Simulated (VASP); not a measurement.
HPbNO4:

```xyz
7
Lattice="3.8571 0.0018 -0.0366 0.1735 4.3344 -0.0165 0.7580 0.8387 5.8766" Properties=species:S:1:pos:R:3 pbc="T T T"
H     2.6784    4.0493    1.1289
Pb    3.2640    2.7055    5.3570
N     3.1776    1.4531    2.9117
O     1.3252    2.6900    4.5562
O     2.9731    4.6255    2.8902
O     2.3661    4.0462    0.1903
O     3.3249    2.1006    1.8421
```

Base run:

```yaml
Program: VASP 6.6.1
Functional: PBEsol
Potentials_or_basis: VASP PAW PBE potentials, release 64 (H, Pb_d, N, O)
Cutoff: 520 eV
k_mesh: 5 × 4 × 4
Occupations: fermi-dirac, width 0.05 eV
Spin: no spin polarisation
```

Its results: band gap on the k mesh 0.27 eV (least direct gap 0.48 eV); pressure -2.4 GPa; largest force 0.360 eV/Å.

**Question.** The run is repeated on the same cell with these changes: functional from PBEsol to LDA; potentials or basis from VASP PAW PBE potentials, release 64 (H, Pb_d, N, O) to VASP PAW LDA potentials, release 64 (H, Pb_d, N, O). What comes out?

**Answer.** Band gap on the k mesh 0.28 eV (least direct gap 0.48 eV); pressure -5.5 GPa; largest force 0.551 eV/Å.

Caveats: the standard files for N, O and F lose accuracy on very short bonds; spin-orbit coupling is left out, which moves the levels of the heavy elements; an odd mesh through Γ misses points on the zone boundary, where band edges can lie; the PAW data sets were made with another functional, which shifts forces and pressure a little (at least some runs); the cell stands under tension (at least some runs).
